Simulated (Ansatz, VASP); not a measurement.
**TiCo in VASP and in Ansatz**

Contents of INCAR:

```
  ALGO = Normal
  EDIFF = 1E-7
  ENCUT = 520
  GGA = PE
  ISIF = 2
  ISMEAR = -1
  ISPIN = 2
  LASPH = True
  LCHARG = False
  LMAXMIX = 4
  LORBIT = 11
  LREAL = False
  LWAVE = False
  MAGMOM = 0 0 1 -1
  NBANDS = 33
  NELM = 150
  PREC = Accurate
  SIGMA = 0.03
```

The input KPOINTS:

```
k-points
0
Gamma
  8 12 8
```

File POSCAR:

```
TiCo
1.0
    0.0000000000      2.9861109900      2.9861109900
    2.9861109900      0.0000000000      0.0000000000
    0.0000000000      2.9861109900     -2.9861109900
Ti Co
2 2
Direct
    0.0000000000      0.0000000000      0.0000000000
    0.5000000000      0.0000000000      0.5000000000
    0.5000000000      0.5000000000      0.0000000000
    0.0000000000      0.5000000000      0.5000000000
```

Input for Ansatz:

```yaml
crystal:
  lattice:
    - [0.0, 2.98611099, 2.98611099]
    - [2.98611099, 0.0, 0.0]
    - [0.0, 2.98611099, -2.98611099]
  atoms:
    - { symbol: Ti, position: [0.0, 0.0, 0.0] }
    - { symbol: Ti, position: [0.5, 0.0, 0.5] }
    - { symbol: Co, position: [0.5, 0.5, 0.0], spin: 1.0 }
    - { symbol: Co, position: [0.0, 0.5, 0.5], spin: -1.0 }
magnetization:
  spin_polarized: true
kpoints:
  mp_grid: { grid: [8, 12, 8] }
scf:
  occupations: { method: fermi_dirac, width: 0.03 }
  lower_state_search: "off"
hamiltonian:
  xc: pbe
  pseudopotentials: { kind: paw }
output:
  forces: true
  stress: true
  eigenvalues: true
  populations: true
```

Alike in both runs: task single point; functional PBE; k mesh 8 × 12 × 8; occupations fermi-dirac, width 0.03 eV; collinear spin.

|  | VASP | Ansatz |
| --- | --- | --- |
| version | VASP 6.6.1 | Ansatz 0.2.0 |
| potentials or method | VASP PAW PBE potentials, release 64 (Ti_sv, Co) | PAW with Ansatz's default frozen-core files, scalar-relativistic |
| plane-wave cutoff (eV) | 520 | 420 |
| valence electrons in the cell | 42 | 58 |

Ansatz gave:

```
pressure (GPa)                                                : -1.2
traceless stress, the component that is largest in VASP (GPa) : -1.35
net moment per atom (μB)                                      : 0.00
size of the moment on the site where the two differ most (μB) : 0.72
```

**Question.** What did VASP give for the same quantities?

**Answer.** Pressure (GPa): -1.6; traceless stress, the component that is largest in VASP (GPa): -1.42; net moment per atom (μB): 0.00; size of the moment on the site where the two differ most (μB): 0.69.

Site moments also hang on the region over which each program counts them. VASP's potentials hold 42 valence electrons a cell and Ansatz's 58, so a difference there can come from the potentials and not from the codes.
